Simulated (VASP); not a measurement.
A run of VASP 6.6.1:

Contents of POSCAR:

```
PtS2
1.0
    1.7391392326      1.0040925041      5.0958703778
   -1.7391392326      1.0040925041      5.0958703778
    0.0000000000     -2.0081850081      5.0958703778
Pt S
1 2
Direct
   -0.0026256460     -0.0026256460     -0.0026256460
    0.4255983386      0.4255983386      0.4255983386
    0.2436939740      0.2436939740      0.2436939740
```

The input INCAR.step1:

```
PREC = Accurate
ENCUT = 520
ISMEAR = 1
SIGMA = 0.5
LREAL = False
LASPH = True
NELM = 100
NBANDS = 18
GGA = PE
ALGO = Normal
EDIFF = 1E-4
LWAVE = True
LCHARG = False
```

INCAR.step2

```
PREC = Accurate
ENCUT = 520
EDIFF = 1E-7
ISMEAR = 1
SIGMA = 0.5
LREAL = False
LASPH = True
NELM = 100
ALGO = Normal
ISIF = 2
LWAVE = False
LCHARG = False
METAGGA = R2SCAN
LMIXTAU = True
NBANDS = 18
ISTART = 1
```

Contents of KPOINTS:

```
regular mesh
0
Gamma
  6 6 6
```

Potentials or basis: VASP PAW PBE potentials, release 64 (Pt, S).

Run with:

```console
$ cat potpaw_PBE.64/Pt/POTCAR potpaw_PBE.64/S/POTCAR > POTCAR
$ cp INCAR.step1 INCAR
$ mpirun -np 1 vasp_std > vasp.out
$ cp INCAR.step2 INCAR
$ mpirun -np 1 vasp_std > vasp.out
```

Hardware: 1 thread of Intel(R) Xeon(R) 6975P-C (Granite Rapids) (shared host).

How long does it take, and how much memory?

It took 2.1 min on 1 thread of Intel(R) Xeon(R) 6975P-C (Granite Rapids) (shared host), peak memory 0.29 GiB. Counts: k points 32.
